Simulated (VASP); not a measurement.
# KCl (Pm-3m) in VASP: a series of runs

KCl is run at these levels: r2SCAN; tasks: single point.

All numbers are computed with VASP 6.6.1; they aren't measurements. Logs are shortened: lines on timing, memory, paths and dates and some standing lists are left out, and cuts for length are marked.

## (1) The cell of the first run

The structure is cubic, space group Pm-3m (No. 221). Conventional cell: a = 3.693 Å, b = 3.693 Å, c = 3.693 Å, α = 90.00°, β = 90.00°, γ = 90.00°. K (site symmetry m-3m) has 8 Cl at 3.20 Å and 6 K at 3.69 Å within 4.2 Å. Within 4.2 Å of Cl (site symmetry m-3m) lie 8 K at 3.20 Å and 6 Cl at 3.69 Å.

## (2) Single point, r2SCAN (volume scaled by 0.94)

POSCAR

```
KCl
1.0
    3.6934890076      0.0000000000      0.0000000000
    0.0000000000      3.6934890076      0.0000000000
    0.0000000000      0.0000000000      3.6934890076
K Cl
1 1
Direct
    0.0000000000      0.0000000000      0.0000000000
    0.5000000000      0.5000000000      0.5000000000
```

INCAR.step1

```
SYSTEM = KCl
PREC = Accurate
ENCUT = 520
ISMEAR = 0
SIGMA = 0.02
LREAL = .FALSE.
LASPH = .TRUE.
NELM = 60
NBANDS = 15
GGA = PE
ALGO = Normal
EDIFF = 1E-4
LWAVE = .TRUE.
LCHARG = .FALSE.
```

INCAR.step2

```
SYSTEM = KCl
PREC = Accurate
ENCUT = 520
EDIFF = 1E-7
ISMEAR = 0
SIGMA = 0.02
LREAL = .FALSE.
LASPH = .TRUE.
NELM = 60
ALGO = Normal
ISIF = 2
LWAVE = .FALSE.
LCHARG = .TRUE.
METAGGA = R2SCAN
LMIXTAU = .TRUE.
LELF = .TRUE.
LVHAR = .TRUE.
NBANDS = 15
ISTART = 1
```

KPOINTS

```
regular mesh
0
G
  6 6 6
  0 0 0
```

Potentials or basis: VASP PAW PBE potentials, release 64 (K_sv, Cl).

Started as:

```sh
> cat potpaw_PBE.64/K_sv/POTCAR potpaw_PBE.64/Cl/POTCAR > POTCAR
> cp INCAR.step1 INCAR
> mpirun -np 1 vasp_std > vasp.out
> cp INCAR.step2 INCAR
> mpirun -np 1 vasp_std > vasp.out
```

OUTCAR:

```text
SYSTEM = KCl
   PREC = Accurate
   ENCUT = 520
   EDIFF = 1E-7
   ISMEAR = 0
   LREAL = .FALSE.
   LASPH = .TRUE.
   NELM = 60
   ISIF = 2
   METAGGA = R2SCAN
   ISTART = 1

 ion  position               nearest neighbor table
   1  0.000  0.000  0.000-   2 3.20   2 3.20   2 3.20   2 3.20   2 3.20   2 3.20   2 3.20   2 3.20

   2  0.500  0.500  0.500-   1 3.20   1 3.20   1 3.20   1 3.20   1 3.20   1 3.20   1 3.20   1 3.20

  LATTYP: Found a simple cubic cell.
 ALAT       =     3.6934890076

  Lattice vectors:

 A1 = (   3.6934890076,   0.0000000000,   0.0000000000)
 A2 = (   0.0000000000,   3.6934890076,   0.0000000000)
 A3 = (   0.0000000000,   0.0000000000,   3.6934890076)

Analysis of symmetry for initial positions (statically):
=====================================================================
 Subroutine PRICEL returns:
 Original cell was already a primitive cell.

 Routine SETGRP: Setting up the symmetry group for a
 simple cubic supercell.

 Subroutine GETGRP returns: Found 48 space group operations
 (whereof 48 operations were pure point group operations)
 out of a pool of 48 trial point group operations.

The static configuration has the point symmetry O_h .

Analysis of symmetry for dynamics (positions and initial velocities):
=====================================================================
 Subroutine PRICEL returns:
 Original cell was already a primitive cell.

 Routine SETGRP: Setting up the symmetry group for a
 simple cubic supercell.

 Subroutine GETGRP returns: Found 48 space group operations
 (whereof 48 operations were pure point group operations)
 out of a pool of 48 trial point group operations.

The dynamic configuration has the point symmetry O_h .

 Subroutine INISYM returns: Found 48 space group operations
 (whereof 48 operations are pure point group operations),
 and found     1 'primitive' translations

----------------------------------------------------------------------------------------

                                     Primitive cell

  volume of cell :      50.3861

  direct lattice vectors                    reciprocal lattice vectors
     3.693489008  0.000000000  0.000000000     0.270746711  0.000000000  0.000000000
     0.000000000  3.693489008  0.000000000     0.000000000  0.270746711  0.000000000
     0.000000000  0.000000000  3.693489008     0.000000000  0.000000000  0.270746711

  length of vectors
     3.693489008  3.693489008  3.693489008     0.270746711  0.270746711  0.270746711

  position of ions in fractional coordinates (direct lattice)
     0.000000000  0.000000000  0.000000000
     0.500000000  0.500000000  0.500000000

  ion indices of the primitive-cell ions
   primitive index   ion index
                 1           1
                 2           2

----------------------------------------------------------------------------------------

 KPOINTS: regular mesh

Automatic generation of k-mesh.
 Grid dimensions read from file:
 generate k-points for:    6    6    6

 Generating k-lattice:

  Cartesian coordinates                     Fractional coordinates (reciprocal lattice)
     0.045124452  0.000000000  0.000000000     0.166666667  0.000000000  0.000000000
     0.000000000  0.045124452  0.000000000     0.000000000  0.166666667  0.000000000
     0.000000000  0.000000000  0.045124452     0.000000000  0.000000000  0.166666667

  Length of vectors
     0.045124452  0.045124452  0.045124452

  Shift w.r.t. Gamma in fractional coordinates (k-lattice)
     0.000000000  0.000000000  0.000000000

 Subroutine IBZKPT returns following result:
 ===========================================

 Found     20 irreducible k-points:

 Following reciprocal coordinates:
            Coordinates               Weight
  0.000000  0.000000  0.000000      1.000000
  0.166667  0.000000  0.000000      6.000000
  0.333333  0.000000  0.000000      6.000000
  0.500000  0.000000  0.000000      3.000000
  0.166667  0.166667  0.000000     12.000000
  0.333333  0.166667  0.000000     24.000000
[... 12 lines left out ...]
  0.500000  0.500000  0.333333      6.000000
  0.500000  0.500000  0.500000      1.000000
   k-points           NKPTS =     20   k-points in BZ     NKDIM =     20   number of bands    NBANDS=     15
   number of dos      NEDOS =    301   number of ions     NIONS =      2
   total plane-waves  NPLWV =  21952
   dimension x,y,z NGX =    28 NGY =   28 NGZ =   28
   dimension x,y,z NGXF=    56 NGYF=   56 NGZF=   56
   ions per type =               1   1
   NGX,Y,Z   is equivalent  to a cutoff of  12.60, 12.60, 12.60 a.u.
   NGXF,Y,Z  is equivalent  to a cutoff of  25.21, 25.21, 25.21 a.u.
 SYSTEM =  KCl
   PREC   = accura    normal or accurate (medium, high low for compatibility)
   ISTART =      1    job   : 0-new  1-cont  2-samecut
   ICHARG =      0    charge: 1-file 2-atom 10-const
   ISPIN  =      1    spin polarized calculation?
   LNONCOLLINEAR =      F non collinear calculations
   LSORBIT =      F    spin-orbit coupling
   LASPH  =      T    aspherical Exc in radial PAW
   ENCUT  =  520.0 eV  38.22 Ry    6.18 a.u.   6.87  6.87  6.87*2*pi/ulx,y,z
   NELM   =     60;   NELMIN=  2; NELMDL=  0     # of ELM steps
   EDIFF  = 0.1E-06   stopping-criterion for ELM
   LREAL  =      F    real-space projection
   EDIFFG = 0.1E-05   stopping-criterion for IOM
   NSW    =      0    number of steps for IOM
   IBRION =     -1    ionic relax: 0-MD 1-quasi-New 2-CG
   NFREE  =      0    steps in history (QN), initial steepest desc. (CG)
   ISIF   =      2    stress and relaxation
   ISYM   =      2    0-nonsym 1-usesym 2-fastsym
   POTIM  = 0.5000    time-step for ionic-motion
   TEBEG  =    0.0;   TEEND  =   0.0 temperature during run
   PSTRESS=    0.0 pullay stress
   NELECT =      16.0000    total number of electrons
   NUPDOWN=      -1.0000    fix difference up-down
   EMIN   =  10.00;   EMAX   =-10.00  energy-range for DOS
   EFERMI =   0.00;   METHOD = LEGACY
   ISMEAR =     0;   SIGMA  =   0.02  broadening in eV -4-tet -1-fermi 0-gaus
   EFERMI_NEDOS =   21; number of points for ismear=-14 and -15
   IALGO  =     38    algorithm
   IMIX   =      4    mixing-type and parameters
     AMIX     =   0.40;   BMIX     =  1.00
     AMIX_MAG =   1.60;   BMIX_MAG =  1.00
  volume/ion in A,a.u.               =      25.19       170.01
  Fermi-wavevector in a.u.,A,eV,Ry     =   1.116892  2.110621 16.972570  1.247449
  Thomas-Fermi vector in A             =   2.253510
   LORBIT       =      0    0 simple, 1 ext, 2 COOP (PROOUT), +10 PAW based schemes
   METAGGA = R2SCAN    functional components
   LHFCALC =     F    Hartree Fock is set to
   AEXX    =    0.0000 exact exchange contribution
   IVDW    =     0    specifies the selected vdW correction
   LEPSILON=     F    determine dielectric tensor
   LRPA    =     F    only Hartree local field effects (RPA)
 non-spin polarized calculation
 Gauss-broadening in eV      SIGMA  =   0.02
  energy-cutoff  :      520.00
  volume of cell :       50.39
 maximum number of plane-waves:      1376
 NGX is ok and might be reduce to    28
   NGX = 13   NGY = 13   NGZ = 13

 number of electron      15.9999992 magnetization

 Free energy of the ion-electron system (eV)
  ---------------------------------------------------
  ext. energy  EPLUGINS =         0.00000000
  ---------------------------------------------------
  free energy    TOTEN  =       -16.39108536 eV

  energy without entropy =      -16.39108536  energy(sigma->0) =      -16.39108536

 E-fermi :  -0.4133     XC(G=0):  -9.0350

 val. band max:       -0.6151716081   @ k =   0.5000   0.5000   0.0000
 cond. band min:       5.5133931235   @ k =   0.0000   0.0000   0.0000
 fundamental gap:      6.1285647317
 Fermi energy:        -0.4132675063

 k-point     1 :       0.0000    0.0000    0.0000
  band No.  band energies     occupation
      1     -29.6117      2.00000
      2     -13.9843      2.00000
      3     -12.2061      2.00000
      4     -12.2061      2.00000
      5     -12.2061      2.00000
      6      -0.8422      2.00000
      7      -0.8422      2.00000
      8      -0.8422      2.00000
      9       5.5134      0.00000
     10       6.3962      0.00000
     11       6.3962      0.00000
     12      11.1374      0.00000
     13      11.1374      0.00000
     14      11.1374      0.00000
     15      14.2353      0.00000

 k-point     2 :       0.1667    0.0000    0.0000
  band No.  band energies     occupation
      1     -29.6040      2.00000
      2     -14.0268      2.00000
      3     -12.1946      2.00000
      4     -12.1946      2.00000
      5     -12.1739      2.00000
      6      -1.4051      2.00000
      7      -0.8511      2.00000
      8      -0.8511      2.00000
      9       6.1701      0.00000
     10       6.6507      0.00000
     11       7.0910      0.00000
     12      11.0462      0.00000
     13      11.0462      0.00000
     14      11.2933      0.00000
     15      13.1394      0.00000

 k-point     3 :       0.3333    0.0000    0.0000
  band No.  band energies     occupation
      1     -29.5887      2.00000
      2     -14.1178      2.00000
      3     -12.1714      2.00000
      4     -12.1714      2.00000
      5     -12.0942      2.00000
      6      -2.3115      2.00000
      7      -0.8705      2.00000
      8      -0.8705      2.00000
      9       7.3518      0.00000
     10       7.5132      0.00000
     11       8.5014      0.00000
     12      11.0143      0.00000
     13      11.0143      0.00000
     14      11.2871      0.00000
     15      11.6613      0.00000
[... 271 lines left out ...]
 k-point    19 :       0.5000    0.5000    0.3333
  band No.  band energies     occupation
      1     -29.5338      2.00000
      2     -13.4810      2.00000
      3     -12.4570      2.00000
      4     -12.4570      2.00000
      5     -12.3604      2.00000
      6      -2.1805      2.00000
      7      -2.1805      2.00000
      8      -1.8900      2.00000
      9       8.2378      0.00000
     10       9.1432      0.00000
     11       9.1432      0.00000
     12       9.9116      0.00000
     13      11.1601      0.00000
     14      11.1601      0.00000
     15      12.9436      0.00000

 k-point    20 :       0.5000    0.5000    0.5000
  band No.  band energies     occupation
      1     -29.5272      2.00000
      2     -13.4298      2.00000
      3     -12.4357      2.00000
      4     -12.4357      2.00000
      5     -12.4357      2.00000
      6      -2.2374      2.00000
      7      -2.2374      2.00000
      8      -2.2374      2.00000
      9       9.2720      0.00000
     10       9.2720      0.00000
     11       9.2720      0.00000
     12      10.6347      0.00000
     13      10.6347      0.00000
     14      10.6347      0.00000
     15      12.9757      0.00000

------------------------ aborting loop because EDIFF is reached ----------------------------------------

  FORCE on cell =-STRESS in cart. coord.  units (eV):
  Direction    XX          YY          ZZ          XY          YZ          ZX
  --------------------------------------------------------------------------------------
  -------------------------------------------------------------------------------------
  Total        0.5118125      0.5118125      0.5118125      0.0000000     -0.0000000      0.0000000
  in kB       16.2746269     16.2746269     16.2746269      0.0000000     -0.0000000      0.0000000
  external PRESSURE =      16.2746269 kB  Pullay stress =       0.0000000 kB

 VOLUME and BASIS-vectors are now :
 -----------------------------------------------------------------------------
  energy-cutoff  :      520.00
  volume of cell :       50.39
      direct lattice vectors                 reciprocal lattice vectors
     3.693489008  0.000000000  0.000000000     0.270746711  0.000000000  0.000000000
     0.000000000  3.693489008  0.000000000     0.000000000  0.270746711  0.000000000
     0.000000000  0.000000000  3.693489008     0.000000000  0.000000000  0.270746711

 POSITION                                       TOTAL-FORCE (eV/Angst)
 -----------------------------------------------------------------------------------
      0.00000      0.00000      0.00000         0.000000      0.000000      0.000000
      1.84674      1.84674      1.84674         0.000000      0.000000      0.000000
 -----------------------------------------------------------------------------------
    total drift:                               -0.000000      0.000000      0.000000

  FREE ENERGIE OF THE ION-ELECTRON SYSTEM (eV)
  ---------------------------------------------------
  free  energy   TOTEN  =       -16.3910853569 eV

  energy  without entropy=      -16.3910853569  energy(sigma->0) =      -16.39108536
```

Run time: 54 s. Hardware: 1 thread of Intel Xeon Platinum 8488C (Sapphire Rapids), shared host; peak memory 0.16 GiB.

What came out:

```yaml
Free_energy: -16.3911 eV
Pressure: 1.6 GPa
Band_gap_on_the_k_mesh: 6.13 eV, indirect (least direct gap 6.36 eV)
```

Levels at points of the mesh, in eV from the valence-band top:
```csv
k point,band 4,band 5,band 6,band 7,band 8,band 9,band 10,band 11,band 12,band 13
"(0.00, 0.00, 0.00)",-11.59,-11.59,-0.23,-0.23,-0.23,6.13,7.01,7.01,11.75,11.75
"(0.50, 0.00, 0.00)",-11.54,-11.43,-2.08,-0.27,-0.27,8.58,9.08,9.69,10.85,11.74
"(0.50, 0.50, 0.00)",-11.90,-11.51,-1.40,-1.40,0.00,6.89,8.16,9.76,9.76,13.26
"(0.50, 0.50, 0.50)",-11.82,-11.82,-1.62,-1.62,-1.62,9.89,9.89,9.89,11.25,11.25
```

Caveat: the PAW data sets were made with another functional, which shifts forces and pressure a little.

(Part 1 of 2 ends here.)
